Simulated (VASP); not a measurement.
Wanted: the native input for a VASP 6.6.1 run.

- Task: single point
- Functional: PBE
- Potentials or basis: VASP PAW PBE potentials, release 64 (In_d)
- Cutoff: 520 eV
- k mesh: 12 × 12 × 12
- Occupations: fermi-dirac, width 0.05 eV
- Spin: no spin polarisation
- Dipole correction: no
- Further INCAR settings: ALGO = Normal; EDIFF = 1e-06; NBANDS = 12

The structure of In lies in POSCAR:

```
In
1.0
    2.3311723516      0.0000000000      0.0000000000
    0.0000000000      2.3311723516      0.0000000000
    0.0000000000      0.0000000000      2.3311723516
In
1
Direct
    0.0000000000      0.0000000000      0.0000000000
```

This cell differs from its parent crystal: volume scaled by 0.43.

These files were run (other wordings do the same):

INCAR

```
ALGO = Normal
EDIFF = 1E-6
ENCUT = 520
GGA = PE
ISIF = 2
ISMEAR = -1
LASPH = True
LCHARG = True
LELF = True
LREAL = False
LVHAR = True
LWAVE = False
NBANDS = 12
NELM = 60
PREC = Accurate
SIGMA = 0.05
```

KPOINTS

```
k-points
0
Gamma
  12 12 12
```

Potentials or basis: VASP PAW PBE potentials, release 64 (In_d).

The run is started by

```sh
$ cat potpaw_PBE.64/In_d/POTCAR > POTCAR
$ mpirun -np 1 vasp_std > vasp.out
```

Results of the run:

```yaml
Pressure: 238.4 GPa
```

It took 4.8 s on 1 thread of Intel(R) Xeon(R) 6975P-C (Granite Rapids), with other jobs on the host, peak memory 0.13 GiB.
